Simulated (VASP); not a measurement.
Wanted: the native input for a VASP 6.6.1 run.

```
Task                   : single point
Functional             : PBEsol
Potentials or basis    : VASP PAW PBE potentials, release 64 (Cu, N)
Cutoff                 : 520 eV
k mesh                 : 11 × 11 × 1
Occupations            : gaussian, width 0.1 eV
Spin                   : no spin polarisation
Dipole correction      : yes
Further INCAR settings : ALGO = Fast; EDIFF = 1e-07; NBANDS = 39
```

The structure of Cu5N lies in POSCAR:

```
Cu5N
1.0
    2.5196845177      0.0000000000      0.0000000000
    0.0000000000      2.5196845177      0.0000000000
    0.0000000000      0.0000000000     26.1267440356
Cu N
5 1
Direct
    0.5000000000      0.5000000000      0.3253371330
    0.0000000000      0.0000000000      0.3935310881
    0.5000000000      0.5000000000      0.4619249535
    0.0000000000      0.0000000000      0.5304931686
    0.5000000000      0.5000000000      0.6002368896
    0.5000000000      0.5000000000      0.6674434246
```

One way to write it, as run:

INCAR

```
ALGO = Fast
DIPOL = 0.5 0.5 0.496
EDIFF = 1E-7
ENCUT = 520
GGA = PS
IDIPOL = 3
ISIF = 2
ISMEAR = 0
LASPH = True
LCHARG = False
LDIPOL = True
LREAL = False
LWAVE = False
NBANDS = 39
NELM = 60
PREC = Accurate
SIGMA = 0.1
```

KPOINTS

```
k-points
0
Gamma
  11 11 1
```

Potentials or basis: VASP PAW PBE potentials, release 64 (Cu, N).

Launch:

```bash
$ cat potpaw_PBE.64/Cu/POTCAR potpaw_PBE.64/N/POTCAR > POTCAR
$ mpirun -np 1 vasp_std > vasp.out
```

Results of the run:

```
Largest force          : 0.178 eV/Å
Band gap on the k mesh : zero (bands 30 and 31 overlap by 2.64 eV)
```

Caveat: the PAW data sets were made with another functional, which shifts forces and pressure a little.

Run time: 7.8 min on 1 thread of Oxide Virtual Turin-like Processor (shared host), peak memory 0.29 GiB.
